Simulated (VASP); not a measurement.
# AlGeSbH2 (P4/mmm) in VASP: a series of runs

The runs below take AlGeSbH2 through single point, relaxation of cell and atoms, with PBE.

Everything below comes from runs of VASP 6.6.1. Logs are shortened: lines on timing, memory, paths and dates and some standing lists are left out, and cuts for length are marked.

## 1. The cell of the first run

Symmetry: P4/mmm, No. 123, tetragonal system. Conventional cell: a = 3.930 Å, b = 3.930 Å, c = 5.783 Å, α = 90.00°, β = 90.00°, γ = 90.00°. Within 3.7 Å of Al (site symmetry 4/mmm) lie 4 Sb at 2.78 Å and 8 H at 3.50 Å. Within 2.6 Å of Ge (site symmetry 4/mmm) lie 4 H at 1.96 Å. Within 3.7 Å of Sb (site symmetry 4/mmm) lie 4 Al at 2.78 Å and 2 Ge at 2.89 Å and 8 H at 3.50 Å. H (site symmetry mmm) has 2 Ge at 1.96 Å within 2.6 Å.

The cell was built from a structure type or drawn by symmetry, and may not be a known phase.

## 2. Single point, PBE

INCAR

```
SYSTEM = AlGeSbH2
PREC = Accurate
ENCUT = 500
EDIFF = 1E-6
ISMEAR = 0
SIGMA = 0.15
LREAL = .False.
LASPH = .True.
NELM = 120
ALGO = Normal
ISIF = 2
LWAVE = .False.
LCHARG = .True.
GGA = PE
LELF = .True.
LVHAR = .True.
NBANDS = 20
GGA_COMPAT = .False.
```

KPOINTS

```
regular mesh
0
Gamma
  3 3 3
  0 0 0
```

POSCAR

```
AlGeSbH2
1.0
    3.9298951393      0.0000000000      0.0000000000
    0.0000000000      3.9298951393      0.0000000000
    0.0000000000      0.0000000000      5.7832740661
Al Ge Sb H
1 1 1 2
Direct
    0.0000000000      0.0000000000      0.0000000000
    0.5000000000      0.5000000000      0.5000000000
    0.5000000000      0.5000000000      0.0000000000
    0.5000000000      0.0000000000      0.5000000000
    0.0000000000      0.5000000000      0.5000000000
```

Potentials or basis: VASP PAW PBE potentials, release 64 (Al, Ge_d, Sb, H).

Launch:

```bash
$ cat potpaw_PBE.64/Al/POTCAR potpaw_PBE.64/Ge_d/POTCAR potpaw_PBE.64/Sb/POTCAR potpaw_PBE.64/H/POTCAR > POTCAR
$ mpirun -np 1 vasp_std > vasp.out
```

OUTCAR:

```text
SYSTEM = AlGeSbH2
   PREC = Accurate
   ENCUT = 500
   EDIFF = 1E-6
   ISMEAR = 0
   LREAL = .False.
   LASPH = .True.
   NELM = 120
   ISIF = 2
   GGA = PE

 ion  position               nearest neighbor table
   1  0.000  0.000  0.000-   3 2.78   3 2.78   3 2.78   3 2.78
   2  0.500  0.500  0.500-   3 2.89   3 2.89
   3  0.500  0.500  0.000-   1 2.78   1 2.78   1 2.78   1 2.78   2 2.89   2 2.89
   4  0.500  0.000  0.500-
   5  0.000  0.500  0.500-

  LATTYP: Found a simple tetragonal cell.
 ALAT       =     3.9298951393
 C/A-ratio  =     1.4716102749

  Lattice vectors:

 A1 = (   3.9298951393,   0.0000000000,   0.0000000000)
 A2 = (   0.0000000000,   3.9298951393,   0.0000000000)
 A3 = (   0.0000000000,   0.0000000000,   5.7832740661)

Analysis of symmetry for initial positions (statically):
=====================================================================
 Subroutine PRICEL returns:
 Original cell was already a primitive cell.

 Routine SETGRP: Setting up the symmetry group for a
 simple tetragonal supercell.

 Subroutine GETGRP returns: Found 16 space group operations
 (whereof 16 operations were pure point group operations)
 out of a pool of 16 trial point group operations.

The static configuration has the point symmetry D_4h.

Analysis of symmetry for dynamics (positions and initial velocities):
=====================================================================
 Subroutine PRICEL returns:
 Original cell was already a primitive cell.

 Routine SETGRP: Setting up the symmetry group for a
 simple tetragonal supercell.

 Subroutine GETGRP returns: Found 16 space group operations
 (whereof 16 operations were pure point group operations)
 out of a pool of 16 trial point group operations.

The dynamic configuration has the point symmetry D_4h.

 Subroutine INISYM returns: Found 16 space group operations
 (whereof 16 operations are pure point group operations),
 and found     1 'primitive' translations

----------------------------------------------------------------------------------------

                                     Primitive cell

  volume of cell :      89.3173

  direct lattice vectors                    reciprocal lattice vectors
     3.929895139  0.000000000  0.000000000     0.254459716  0.000000000  0.000000000
     0.000000000  3.929895139  0.000000000     0.000000000  0.254459716  0.000000000
     0.000000000  0.000000000  5.783274066     0.000000000  0.000000000  0.172912435

  length of vectors
     3.929895139  3.929895139  5.783274066     0.254459716  0.254459716  0.172912435

  position of ions in fractional coordinates (direct lattice)
     0.000000000  0.000000000  0.000000000
     0.500000000  0.500000000  0.500000000
     0.500000000  0.500000000  0.000000000
     0.500000000  0.000000000  0.500000000
     0.000000000  0.500000000  0.500000000

  ion indices of the primitive-cell ions
   primitive index   ion index
                 1           1
                 2           2
                 3           3
                 4           4
                 5           5

----------------------------------------------------------------------------------------

 KPOINTS: regular mesh

Automatic generation of k-mesh.
 Grid dimensions read from file:
 generate k-points for:    3    3    3

 Generating k-lattice:

  Cartesian coordinates                     Fractional coordinates (reciprocal lattice)
     0.084819905  0.000000000  0.000000000     0.333333333  0.000000000  0.000000000
     0.000000000  0.084819905  0.000000000     0.000000000  0.333333333  0.000000000
     0.000000000  0.000000000  0.057637478     0.000000000  0.000000000  0.333333333

  Length of vectors
     0.084819905  0.084819905  0.057637478

  Shift w.r.t. Gamma in fractional coordinates (k-lattice)
     0.000000000  0.000000000  0.000000000

 Subroutine IBZKPT returns following result:
 ===========================================

 Found      6 irreducible k-points:

 Following reciprocal coordinates:
            Coordinates               Weight
  0.000000  0.000000  0.000000      1.000000
  0.333333  0.000000  0.000000      4.000000
  0.333333  0.333333  0.000000      4.000000
  0.000000  0.000000  0.333333      2.000000
  0.333333  0.000000  0.333333      8.000000
  0.333333  0.333333  0.333333      8.000000
   k-points           NKPTS =      6   k-points in BZ     NKDIM =      6   number of bands    NBANDS=     20
   number of dos      NEDOS =    301   number of ions     NIONS =      5
   total plane-waves  NPLWV =  37800
   dimension x,y,z NGX =    30 NGY =   30 NGZ =   42
   dimension x,y,z NGXF=    60 NGYF=   60 NGZF=   84
   ions per type =               1   1   1   2
   NGX,Y,Z   is equivalent  to a cutoff of  12.69, 12.69, 12.07 a.u.
   NGXF,Y,Z  is equivalent  to a cutoff of  25.38, 25.38, 24.15 a.u.
 SYSTEM =  AlGeSbH2
   PREC   = accura    normal or accurate (medium, high low for compatibility)
   ISTART =      0    job   : 0-new  1-cont  2-samecut
   ICHARG =      2    charge: 1-file 2-atom 10-const
   ISPIN  =      1    spin polarized calculation?
   LNONCOLLINEAR =      F non collinear calculations
   LSORBIT =      F    spin-orbit coupling
   LASPH  =      T    aspherical Exc in radial PAW
   ENCUT  =  500.0 eV  36.75 Ry    6.06 a.u.   7.17  7.17 10.54*2*pi/ulx,y,z
   NELM   =    120;   NELMIN=  2; NELMDL= -5     # of ELM steps
   EDIFF  = 0.1E-05   stopping-criterion for ELM
   LREAL  =      F    real-space projection
   EDIFFG = 0.1E-04   stopping-criterion for IOM
   NSW    =      0    number of steps for IOM
   IBRION =     -1    ionic relax: 0-MD 1-quasi-New 2-CG
   NFREE  =      0    steps in history (QN), initial steepest desc. (CG)
   ISIF   =      2    stress and relaxation
   ISYM   =      2    0-nonsym 1-usesym 2-fastsym
   POTIM  = 0.5000    time-step for ionic-motion
   TEBEG  =    0.0;   TEEND  =   0.0 temperature during run
   PSTRESS=    0.0 pullay stress
   NELECT =      24.0000    total number of electrons
   NUPDOWN=      -1.0000    fix difference up-down
   EMIN   =  10.00;   EMAX   =-10.00  energy-range for DOS
   EFERMI =   0.00;   METHOD = LEGACY
   ISMEAR =     0;   SIGMA  =   0.15  broadening in eV -4-tet -1-fermi 0-gaus
   EFERMI_NEDOS =   21; number of points for ismear=-14 and -15
   IALGO  =     38    algorithm
   IMIX   =      4    mixing-type and parameters
     AMIX     =   0.40;   BMIX     =  1.00
     AMIX_MAG =   1.60;   BMIX_MAG =  1.00
  volume/ion in A,a.u.               =      17.86       120.55
  Fermi-wavevector in a.u.,A,eV,Ry     =   1.056412  1.996329 15.184189  1.116006
  Thomas-Fermi vector in A             =   2.191647
   LORBIT       =      0    0 simple, 1 ext, 2 COOP (PROOUT), +10 PAW based schemes
   GGA     = PE    functional components
   LHFCALC =     F    Hartree Fock is set to
   AEXX    =    0.0000 exact exchange contribution
   IVDW    =     0    specifies the selected vdW correction
   LEPSILON=     F    determine dielectric tensor
   LRPA    =     F    only Hartree local field effects (RPA)
 non-spin polarized calculation
 Gauss-broadening in eV      SIGMA  =   0.15
  energy-cutoff  :      500.00
  volume of cell :       89.32
 maximum number of plane-waves:      2278
 NGX is ok and might be reduce to    30
   NGX = 15   NGY = 15   NGZ = 21

 number of electron      24.0000012 magnetization

 Free energy of the ion-electron system (eV)
  ---------------------------------------------------
  ext. energy  EPLUGINS =         0.00000000
  ---------------------------------------------------
  free energy    TOTEN  =       -16.67603141 eV

  energy without entropy =      -16.62974897  energy(sigma->0) =      -16.65289019

 E-fermi :   4.4036     XC(G=0):  -9.1548

 val. band max:        4.3345663324   @ k =   0.3333   0.0000   0.3333
 cond. band min:       4.5009486135   @ k =   0.3333   0.0000   0.3333
 fundamental gap:      0.1663822811
 Fermi energy:         4.4035891854

 k-point     1 :       0.0000    0.0000    0.0000
  band No.  band energies     occupation
      1     -20.6075      2.00000
      2     -20.5830      2.00000
      3     -20.5762      2.00000
      4     -20.5662      2.00000
      5     -20.5662      2.00000
      6      -6.9970      2.00000
[... 12 lines left out ...]
     19      11.6067      0.00000
     20      11.6067      0.00000

 k-point     2 :       0.3333    0.0000    0.0000
  band No.  band energies     occupation
      1     -20.6010      2.00000
      2     -20.5795      2.00000
      3     -20.5775      2.00000
      4     -20.5676      2.00000
      5     -20.5662      2.00000
      6      -6.2549      2.00000
[... 12 lines left out ...]
     19      11.3779      0.00000
     20      12.3601      0.00000

 k-point     3 :       0.3333    0.3333    0.0000
  band No.  band energies     occupation
      1     -20.5926      2.00000
      2     -20.5787      2.00000
      3     -20.5778      2.00000
      4     -20.5675      2.00000
      5     -20.5675      2.00000
      6      -5.5266      2.00000
[... 12 lines left out ...]
     19      11.5026      0.00000
     20      11.7539      0.00000

 k-point     4 :       0.0000    0.0000    0.3333
  band No.  band energies     occupation
      1     -20.6075      2.00000
      2     -20.5831      2.00000
      3     -20.5762      2.00000
      4     -20.5663      2.00000
      5     -20.5663      2.00000
      6      -6.5514      2.00000
[... 12 lines left out ...]
     19      12.8894      0.00000
     20      12.8894      0.00000

 k-point     5 :       0.3333    0.0000    0.3333
  band No.  band energies     occupation
      1     -20.6010      2.00000
      2     -20.5797      2.00000
      3     -20.5775      2.00000
      4     -20.5677      2.00000
      5     -20.5662      2.00000
      6      -5.8030      2.00000
[... 12 lines left out ...]
     19      11.3317      0.00000
     20      11.5033      0.00000

 k-point     6 :       0.3333    0.3333    0.3333
  band No.  band energies     occupation
      1     -20.5926      2.00000
      2     -20.5788      2.00000
      3     -20.5780      2.00000
      4     -20.5676      2.00000
      5     -20.5676      2.00000
      6      -5.0704      2.00000
[... 12 lines left out ...]
     19      11.9456      0.00000
     20      12.3486      0.00000

------------------------ aborting loop because EDIFF is reached ----------------------------------------

  FORCE on cell =-STRESS in cart. coord.  units (eV):
  Direction    XX          YY          ZZ          XY          YZ          ZX
  --------------------------------------------------------------------------------------
  -------------------------------------------------------------------------------------
  Total       -0.0066267     -0.0066267     -0.0379689      0.0000000      0.0000000     -0.0000000
  in kB       -0.1188695     -0.1188695     -0.6810874      0.0000000      0.0000000     -0.0000000
  external PRESSURE =      -0.3062754 kB  Pullay stress =       0.0000000 kB

 VOLUME and BASIS-vectors are now :
 -----------------------------------------------------------------------------
  energy-cutoff  :      500.00
  volume of cell :       89.32
      direct lattice vectors                 reciprocal lattice vectors
     3.929895139  0.000000000  0.000000000     0.254459716  0.000000000  0.000000000
     0.000000000  3.929895139  0.000000000     0.000000000  0.254459716  0.000000000
     0.000000000  0.000000000  5.783274066     0.000000000  0.000000000  0.172912435

 POSITION                                       TOTAL-FORCE (eV/Angst)
 -----------------------------------------------------------------------------------
      0.00000      0.00000      0.00000         0.000000      0.000000      0.000000
      1.96495      1.96495      2.89164         0.000000      0.000000      0.000000
      1.96495      1.96495      0.00000         0.000000      0.000000      0.000000
      1.96495      0.00000      2.89164         0.000000      0.000000      0.000000
      0.00000      1.96495      2.89164         0.000000      0.000000      0.000000
 -----------------------------------------------------------------------------------
    total drift:                                0.000000      0.000000      0.000000

  FREE ENERGIE OF THE ION-ELECTRON SYSTEM (eV)
  ---------------------------------------------------
  free  energy   TOTEN  =       -16.6760314090 eV

  energy  without entropy=      -16.6297489744  energy(sigma->0) =      -16.65289019
```

It took 15 s on 1 thread of Intel Xeon Platinum 8259CL at 2.50GHz (Skylake/Cascade Lake), shared host; peak memory 0.19 GiB.

What came out:

```yaml
Free_energy: -16.6760 eV
Pressure: 0.0 GPa
Band_gap_on_the_k_mesh: zero (bands 12 and 13 overlap by 0.37 eV)
```

Levels at points of the mesh, in eV from the Fermi level:
```
           k point  band 9  band 10  band 11  band 12  band 13  band 14  band 15  band 16
(0.00, 0.00, 0.00)   -1.88    -1.20    -1.20    -0.67     1.71     1.71     2.99     3.46
```

Caveat: the k points lie up to 0.53 Å⁻¹ apart; spin-orbit coupling is left out, which moves the levels of the heavy elements.

## 3. Single point, PBE

This run uses another cell than the first one, of 18.22 Å³/atom.

INCAR, as its differences from that of step 2:

```diff
@@ -12,6 +12,4 @@
 LWAVE = .False.
-LCHARG = .True.
+LCHARG = .False.
 GGA = PE
-LELF = .True.
-LVHAR = .True.
 NBANDS = 20
```

KPOINTS

```
regular mesh
0
Gamma
  3 3 2
  0 0 0
```

POSCAR

```
AlGeSbH2
1.0
    3.8434419870      0.0000000000      0.0000000000
    0.0000000000      3.8434419870      0.0000000000
    0.0000000000      0.0000000000      6.1675772912
Al Ge Sb H
1 1 1 2
Direct
    0.0000000000      0.0000000000      0.5000000000
    0.5000000000      0.5000000000      0.0000000000
    0.0000000000      0.0000000000      0.0000000000
    0.5000000000      0.0000000000      0.5000000000
    0.0000000000      0.5000000000      0.5000000000
```

Potentials or basis: VASP PAW PBE potentials, release 64 (Al, Ge_d, Sb, H).

Launch:

```bash
$ cat potpaw_PBE.64/Al/POTCAR potpaw_PBE.64/Ge_d/POTCAR potpaw_PBE.64/Sb/POTCAR potpaw_PBE.64/H/POTCAR > POTCAR
$ mpirun -np 1 vasp_std > vasp.out
```

OUTCAR:

```text
SYSTEM = AlGeSbH2
   PREC = Accurate
   ENCUT = 500
   EDIFF = 1E-6
   ISMEAR = 0
   LREAL = .False.
   LASPH = .True.
   NELM = 120
   ISIF = 2
   GGA = PE

 ion  position               nearest neighbor table
   1  0.000  0.000  0.500-   4 1.92   5 1.92   5 1.92   4 1.92   3 3.08   3 3.08
   2  0.500  0.500  0.000-   3 2.72   3 2.72   3 2.72   3 2.72
   3  0.000  0.000  0.000-   2 2.72   2 2.72   2 2.72   2 2.72   1 3.08   1 3.08
   4  0.500  0.000  0.500-   1 1.92   1 1.92
   5  0.000  0.500  0.500-   1 1.92   1 1.92

  LATTYP: Found a simple tetragonal cell.
 ALAT       =     3.8434419870
[... 319 lines left out ...]
  -------------------------------------------------------------------------------------
  Total       -0.2432282     -0.2432282      0.2312973      0.0000000      0.0000000      0.0000000
  in kB       -4.2772963     -4.2772963      4.0674852      0.0000000      0.0000000      0.0000000
  external PRESSURE =      -1.4957025 kB  Pullay stress =       0.0000000 kB

 VOLUME and BASIS-vectors are now :
 -----------------------------------------------------------------------------
  energy-cutoff  :      500.00
  volume of cell :       91.11
      direct lattice vectors                 reciprocal lattice vectors
     3.843441987  0.000000000  0.000000000     0.260183451  0.000000000  0.000000000
     0.000000000  3.843441987  0.000000000     0.000000000  0.260183451  0.000000000
     0.000000000  0.000000000  6.167577291     0.000000000  0.000000000  0.162138219

 POSITION                                       TOTAL-FORCE (eV/Angst)
 -----------------------------------------------------------------------------------
      0.00000      0.00000      3.08379         0.000000      0.000000      0.000000
      1.92172      1.92172      0.00000         0.000000      0.000000      0.000000
      0.00000      0.00000      0.00000         0.000000      0.000000      0.000000
      1.92172      0.00000      3.08379         0.000000      0.000000      0.000000
      0.00000      1.92172      3.08379         0.000000      0.000000      0.000000
 -----------------------------------------------------------------------------------
    total drift:                                0.000000      0.000000     -0.000000

  FREE ENERGIE OF THE ION-ELECTRON SYSTEM (eV)
  ---------------------------------------------------
  free  energy   TOTEN  =       -17.2849711658 eV

  energy  without entropy=      -17.2787601610  energy(sigma->0) =      -17.28186566
```

Wall time 13 s (1 thread of Intel Xeon Platinum 8259CL at 2.50GHz (Skylake/Cascade Lake), shared host); peak memory 0.19 GiB.

Results:

```
Free energy            : -17.2850 eV
Pressure               : -0.1 GPa
Band gap on the k mesh : zero (bands 12 and 13 overlap by 0.64 eV)
```

Levels at points of the mesh, in eV from the Fermi level:
```tsv
k point	band 8	band 9	band 10	band 11	band 12	band 13	band 14	band 15	band 16	band 17
(0.00, 0.00, 0.00)	-4.39	-3.57	-2.39	-2.39	-1.37	2.57	3.79	3.79	3.92	5.02
(0.00, 0.00, 0.50)	-3.64	-2.36	-2.36	-2.32	-1.34	1.12	2.32	3.30	3.30	3.64
```

Caveat: the k points lie up to 0.54 Å⁻¹ apart, too coarse for converged energies and pressures of a metal; spin-orbit coupling is left out, which moves the levels of the heavy elements.

(Continued in part 2 of 2.)
